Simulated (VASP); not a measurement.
Pt:

```
Pt
1.0
     0.00000    1.89834    1.89834
     1.89834    0.00000    1.89834
     1.89834    1.89834    0.00000
Pt
1
Direct
  0.00000 0.00000 0.00000
```

Base run:

```yaml
Program: VASP 6.6.1
Functional: PBEsol
Potentials_or_basis: VASP PAW PBE potentials, release 64 (Pt)
Cutoff: 520 eV
k_mesh: 22 × 22 × 22
Occupations: gaussian, width 0.15 eV
Spin: collinear spin, ferromagnetic start
Starting_moments: "[0.15] μB"
Fixed_moment: 0.15 μB
```

Its results: pressure 34.8 GPa; site moments Pt +0.15 μB.

Task: The run is repeated on the same cell with these changes: fixed moment from 0.15 μB to 0.35 μB; moments at the start from [0.15] to [0.35]. What comes out?

Result: Pressure 35.5 GPa; site moments Pt +0.34 μB.

Caveats: the PAW data sets were made with another functional, which shifts forces and pressure a little; the total moment is fixed, so each spin has its own Fermi level.
